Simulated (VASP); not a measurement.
# MgTe (P6_3mc) in VASP: single point with HSE06

Aim: the single point of MgTe with HSE06.

Program: VASP 6.6.1. These are calculated values, not measurements. Logs are shortened: lines on timing, memory, paths and dates and some standing lists are left out, and cuts for length are marked.

## (1) The cell of the first run

The structure is hexagonal, space group P6_3mc (No. 186). The conventional cell has a = 4.578 Å, b = 4.578 Å, c = 7.455 Å, α = 90.00°, β = 90.00°, γ = 120.00°. Mg (site symmetry 3m) has 4 Te at 2.80 Å within 3.7 Å. Within 3.7 Å of Te (site symmetry 3m) lie 4 Mg at 2.80 Å.

## (2) Single point, HSE06

Contents of POSCAR:

```
MgTe
1.0
    4.5776356442      0.0000000000      0.0000000000
   -2.2888178221      3.9643487572      0.0000000000
    0.0000000000      0.0000000000      7.4550892655
Mg Te
2 2
Direct
    0.3333333333      0.6666666667     -0.0006080517
    0.6666666667      0.3333333333      0.4993919483
    0.3333333333      0.6666666667      0.3756080517
    0.6666666667      0.3333333333      0.8756080517
```

Contents of INCAR.step1:

```
ALGO = Normal ; EDIFF = 1E-5
ENCUT = 520 ; GGA = PE
GGA_COMPAT = False ; ISIF = 2
ISMEAR = 0 ; LASPH = True
LREAL = False ; LWAVE = True
NBANDS = 16 ; NELM = 120
PREC = Accurate ; SIGMA = 0.01
```

Contents of INCAR.step2:

```
ALGO = Normal ; EDIFF = 1E-6
ENCUT = 520 ; GGA = PE
GGA_COMPAT = False ; HFSCREEN = 0.2079
ISIF = 2 ; ISMEAR = 0
ISTART = 1 ; LASPH = True
LCHARG = True ; LELF = True
LHFCALC = True ; LREAL = False
LVHAR = True ; LWAVE = False
NBANDS = 16 ; NELM = 120
PREC = Accurate ; PRECFOCK = Normal
SIGMA = 0.01
```

Contents of KPOINTS:

```
k-points
0
Gamma
  6 6 2
```

Potentials or basis: VASP PAW PBE potentials, release 64 (Mg, Te).

Started as:

```bash
cat potpaw_PBE.64/Mg/POTCAR potpaw_PBE.64/Te/POTCAR > POTCAR
cp INCAR.step1 INCAR
mpirun -np 1 vasp_std > vasp.out
cp INCAR.step2 INCAR
mpirun -np 1 vasp_std > vasp.out
```

OUTCAR:

```text
EDIFF = 1E-6
   ENCUT = 520
   GGA = PE
   HFSCREEN = 0.2079
   ISIF = 2
   ISMEAR = 0
   ISTART = 1
   LASPH = True
   LHFCALC = True
   LREAL = False
   NELM = 120
   PREC = Accurate
   PRECFOCK = Normal

 ion  position               nearest neighbor table
   1  0.333  0.667  0.999-   4 2.80   4 2.80   4 2.80   3 2.80
   2  0.667  0.333  0.499-   3 2.80   3 2.80   3 2.80   4 2.80
   3  0.333  0.667  0.376-   2 2.80   2 2.80   2 2.80   1 2.80
   4  0.667  0.333  0.876-   1 2.80   1 2.80   1 2.80   2 2.80

  LATTYP: Found a hexagonal cell.
 ALAT       =     4.5776356442
 C/A-ratio  =     1.6285894826

  Lattice vectors:

 A1 = (   4.5776356442,   0.0000000000,   0.0000000000)
 A2 = (  -2.2888178221,   3.9643487572,   0.0000000000)
 A3 = (   0.0000000000,   0.0000000000,   7.4550892655)

Analysis of symmetry for initial positions (statically):
=====================================================================
 Subroutine PRICEL returns:
 Original cell was already a primitive cell.

 Routine SETGRP: Setting up the symmetry group for a
 hexagonal supercell.

 Subroutine GETGRP returns: Found 12 space group operations
 (whereof  6 operations were pure point group operations)
 out of a pool of 24 trial point group operations.

The static configuration has the point symmetry C_3v.
 The point group associated with its full space group is C_6v.

Analysis of symmetry for dynamics (positions and initial velocities):
=====================================================================
 Subroutine PRICEL returns:
 Original cell was already a primitive cell.

 Routine SETGRP: Setting up the symmetry group for a
 hexagonal supercell.

 Subroutine GETGRP returns: Found 12 space group operations
 (whereof  6 operations were pure point group operations)
 out of a pool of 24 trial point group operations.

The dynamic configuration has the point symmetry C_3v.
 The point group associated with its full space group is C_6v.

 Subroutine INISYM returns: Found 12 space group operations
 (whereof  6 operations are pure point group operations),
 and found     1 'primitive' translations

----------------------------------------------------------------------------------------

                                     Primitive cell

  volume of cell :     135.2901

  direct lattice vectors                    reciprocal lattice vectors
     4.577635644  0.000000000  0.000000000     0.218453385  0.126124120  0.000000000
    -2.288817822  3.964348757  0.000000000     0.000000000  0.252248241  0.000000000
     0.000000000  0.000000000  7.455089265     0.000000000  0.000000000  0.134136556

  length of vectors
     4.577635644  4.577635644  7.455089265     0.252248241  0.252248241  0.134136556

  position of ions in fractional coordinates (direct lattice)
     0.333333333  0.666666667  0.999391948
     0.666666667  0.333333333  0.499391948
     0.333333333  0.666666667  0.375608052
     0.666666667  0.333333333  0.875608052

  ion indices of the primitive-cell ions
   primitive index   ion index
                 1           1
                 2           2
                 3           3
                 4           4

----------------------------------------------------------------------------------------

 KPOINTS: k-points

Automatic generation of k-mesh.
 Grid dimensions read from file:
 generate k-points for:    6    6    2

 Generating k-lattice:

  Cartesian coordinates                     Fractional coordinates (reciprocal lattice)
     0.036408897  0.021020687  0.000000000     0.166666667  0.000000000  0.000000000
     0.000000000  0.042041373  0.000000000     0.000000000  0.166666667  0.000000000
     0.000000000  0.000000000  0.067068278     0.000000000  0.000000000  0.500000000

  Length of vectors
     0.042041373  0.042041373  0.067068278

  Shift w.r.t. Gamma in fractional coordinates (k-lattice)
     0.000000000  0.000000000  0.000000000

 Subroutine IBZKPT returns following result:
 ===========================================

 Found     14 irreducible k-points:

 Following reciprocal coordinates:
            Coordinates               Weight
  0.000000  0.000000  0.000000      1.000000
  0.166667  0.000000  0.000000      6.000000
  0.333333  0.000000  0.000000      6.000000
  0.500000  0.000000  0.000000      3.000000
  0.166667  0.166667  0.000000      6.000000
  0.333333  0.166667  0.000000     12.000000
  0.333333  0.333333  0.000000      2.000000
  0.000000  0.000000  0.500000      1.000000
  0.166667  0.000000  0.500000      6.000000
  0.333333  0.000000  0.500000      6.000000
  0.500000  0.000000  0.500000      3.000000
  0.166667  0.166667  0.500000      6.000000
  0.333333  0.166667  0.500000     12.000000
  0.333333  0.333333  0.500000      2.000000
   k-points           NKPTS =     14   k-points in BZ     NKDIM =     72   number of bands    NBANDS=     16
   number of dos      NEDOS =    301   number of ions     NIONS =      4
   total plane-waves  NPLWV =  72576
   dimension x,y,z NGX =    36 NGY =   36 NGZ =   56
   dimension x,y,z NGXF=    72 NGYF=   72 NGZF=  112
   ions per type =               2   2
   NGX,Y,Z   is equivalent  to a cutoff of  13.07, 13.07, 12.49 a.u.
   NGXF,Y,Z  is equivalent  to a cutoff of  26.15, 26.15, 24.98 a.u.
 SYSTEM =  unknown system
   PREC   = accura    normal or accurate (medium, high low for compatibility)
   ISTART =      1    job   : 0-new  1-cont  2-samecut
   ICHARG =      0    charge: 1-file 2-atom 10-const
   ISPIN  =      1    spin polarized calculation?
   LNONCOLLINEAR =      F non collinear calculations
   LSORBIT =      F    spin-orbit coupling
   LASPH  =      T    aspherical Exc in radial PAW
   ENCUT  =  520.0 eV  38.22 Ry    6.18 a.u.   8.51  8.51 13.86*2*pi/ulx,y,z
   NELM   =    120;   NELMIN=  2; NELMDL=  0     # of ELM steps
   EDIFF  = 0.1E-05   stopping-criterion for ELM
   LREAL  =      F    real-space projection
   EDIFFG = 0.1E-04   stopping-criterion for IOM
   NSW    =      0    number of steps for IOM
   IBRION =     -1    ionic relax: 0-MD 1-quasi-New 2-CG
   NFREE  =      0    steps in history (QN), initial steepest desc. (CG)
   ISIF   =      2    stress and relaxation
   ISYM   =      3    0-nonsym 1-usesym 2-fastsym
   POTIM  = 0.5000    time-step for ionic-motion
   TEBEG  =    0.0;   TEEND  =   0.0 temperature during run
   PSTRESS=    0.0 pullay stress
   NELECT =      16.0000    total number of electrons
   NUPDOWN=      -1.0000    fix difference up-down
   EMIN   =  10.00;   EMAX   =-10.00  energy-range for DOS
   EFERMI =   0.00;   METHOD = LEGACY
   ISMEAR =     0;   SIGMA  =   0.01  broadening in eV -4-tet -1-fermi 0-gaus
   EFERMI_NEDOS =   21; number of points for ismear=-14 and -15
   IALGO  =     38    algorithm
   IMIX   =      1    mixing-type and parameters
     AMIX     =   0.40;   BMIX     =  1.00
     AMIX_MAG =   1.60;   BMIX_MAG =  1.00
  volume/ion in A,a.u.               =      33.82       228.25
  Fermi-wavevector in a.u.,A,eV,Ry     =   0.803575  1.518536  8.785718  0.645732
  Thomas-Fermi vector in A             =   1.911468
   LORBIT       =      0    0 simple, 1 ext, 2 COOP (PROOUT), +10 PAW based schemes
   GGA     = PE    functional components
   LHFCALC =     T    Hartree Fock is set to
   PRECFOCK=normal    Normal, Fast or Accurate (Low or Medium for compatibility)
   ENCUT4O =  -1.0   cutoff for four orbital integrals eV
   NKREDX  =     1    reduce k-point grid by
   NKREDY  =     1    reduce k-point grid by
   NKREDZ  =     1    reduce k-point grid by
   AEXX    =    0.2500 exact exchange contribution
   HFSCREEN=    0.2079 screening length (either q_TF or 0.3 A-1)
   HFSCREENC=   0.2079 screening length for correlation (either q_TF or 0.3 A-1)
   ENCUTFOCK=  -1.0 apply spherical cutoff to Coloumb kernel
   IVDW    =     0    specifies the selected vdW correction
   LEPSILON=     F    determine dielectric tensor
   LRPA    =     F    only Hartree local field effects (RPA)
 non-spin polarized calculation
 Gauss-broadening in eV      SIGMA  =   0.01
  energy-cutoff  :      520.00
  volume of cell :      135.29
 maximum number of plane-waves:      3670
 NGX is ok and might be reduce to    36
  NGX = 28; NGY = 28; NGZ = 42

 number of electron      16.0000001 magnetization

 Free energy of the ion-electron system (eV)
  ---------------------------------------------------
  ext. energy  EPLUGINS =         0.00000000
  ---------------------------------------------------
  free energy    TOTEN  =       -15.12138356 eV

  energy without entropy =      -15.12138356  energy(sigma->0) =      -15.12138356

 E-fermi :   1.3787     XC(G=0):  -6.5884

 val. band max:        1.3219473003   @ k =   0.0000   0.0000   0.0000
 cond. band min:       4.5282136148   @ k =   0.0000   0.0000   0.0000
 fundamental gap:      3.2062663145
 Fermi energy:         1.3787497767

 k-point     1 :       0.0000    0.0000    0.0000
  band No.  band energies     occupation
      1      -9.8086      2.00000
      2      -9.1300      2.00000
      3      -2.1859      2.00000
      4       0.7959      2.00000
      5       0.7959      2.00000
      6       1.3210      2.00000
[... 8 lines left out ...]
     15       8.5269      0.00000
     16       9.5190      0.00000

 k-point     2 :       0.1667    0.0000    0.0000
  band No.  band energies     occupation
      1      -9.6784      2.00000
      2      -9.0590      2.00000
      3      -1.9974      2.00000
      4      -0.0910      2.00000
      5       0.3572      2.00000
      6       0.5510      2.00000
[... 8 lines left out ...]
     15       8.5576      0.00000
     16       9.0899      0.00000

 k-point     3 :       0.3333    0.0000    0.0000
  band No.  band energies     occupation
      1      -9.3659      2.00000
      2      -8.9340      2.00000
      3      -1.7067      2.00000
      4      -1.1307      2.00000
      5      -0.8703      2.00000
      6       0.1653      2.00000
[... 8 lines left out ...]
     15       9.2525      0.00000
     16      10.2375      0.00000
[... 172 lines left out ...]
 k-point    13 :       0.3333    0.1667    0.5000
  band No.  band energies     occupation
      1      -9.0312      2.00000
      2      -9.0312      2.00000
      3      -1.8991      2.00000
      4      -1.8991      2.00000
      5      -0.2033      2.00000
      6      -0.2033      2.00000
[... 8 lines left out ...]
     15       9.7462      0.00000
     16       9.7462      0.00000

 k-point    14 :       0.3333    0.3333    0.5000
  band No.  band energies     occupation
      1      -8.9650      2.00000
      2      -8.9650      2.00000
      3      -1.8573      2.00000
      4      -1.8573      2.00000
      5      -0.7388      2.00000
      6      -0.7388      2.00000
[... 8 lines left out ...]
     15       9.6351      0.00000
     16       9.6351      0.00000

------------------------ aborting loop because EDIFF is reached ----------------------------------------

  FORCE on cell =-STRESS in cart. coord.  units (eV):
  Direction    XX          YY          ZZ          XY          YZ          ZX
  --------------------------------------------------------------------------------------
  -------------------------------------------------------------------------------------
  Total       -0.1959555     -0.1959555     -0.2167008      0.0000000      0.0000000      0.0000000
  in kB       -2.3206094     -2.3206094     -2.5662868      0.0000000      0.0000000      0.0000000
  external PRESSURE =      -2.4025019 kB  Pullay stress =       0.0000000 kB

 VOLUME and BASIS-vectors are now :
 -----------------------------------------------------------------------------
  energy-cutoff  :      520.00
  volume of cell :      135.29
      direct lattice vectors                 reciprocal lattice vectors
     4.577635644  0.000000000  0.000000000     0.218453385  0.126124120  0.000000000
    -2.288817822  3.964348757  0.000000000     0.000000000  0.252248241  0.000000000
     0.000000000  0.000000000  7.455089265     0.000000000  0.000000000  0.134136556

 POSITION                                       TOTAL-FORCE (eV/Angst)
 -----------------------------------------------------------------------------------
     -0.00000      2.64290      7.45056         0.000000      0.000000     -0.001816
      2.28882      1.32145      3.72301         0.000000      0.000000     -0.001816
     -0.00000      2.64290      2.80019        -0.000000      0.000000      0.001816
      2.28882      1.32145      6.52774        -0.000000     -0.000000      0.001816
 -----------------------------------------------------------------------------------
    total drift:                               -0.000000     -0.000000      0.000527

  FREE ENERGIE OF THE ION-ELECTRON SYSTEM (eV)
  ---------------------------------------------------
  free  energy   TOTEN  =       -15.1213835633 eV

  energy  without entropy=      -15.1213835633  energy(sigma->0) =      -15.12138356
```

Wall time 17 min (1 thread of Intel Xeon 6975P-C (Granite Rapids), shared host); peak memory 0.37 GiB.

What came out:

| Property | Result |
| --- | --- |
| Free energy | -15.1214 eV |
| Pressure | -0.2 GPa |
| Band gap on the k mesh | 3.21 eV |

Caveat: the k points lie up to 0.42 Å⁻¹ apart; the structure was generated, so it needn't be the stable form of MgTe; the PAW data sets were made with another functional, which shifts forces and pressure a little; spin-orbit coupling is left out, which moves the levels of the heavy elements.
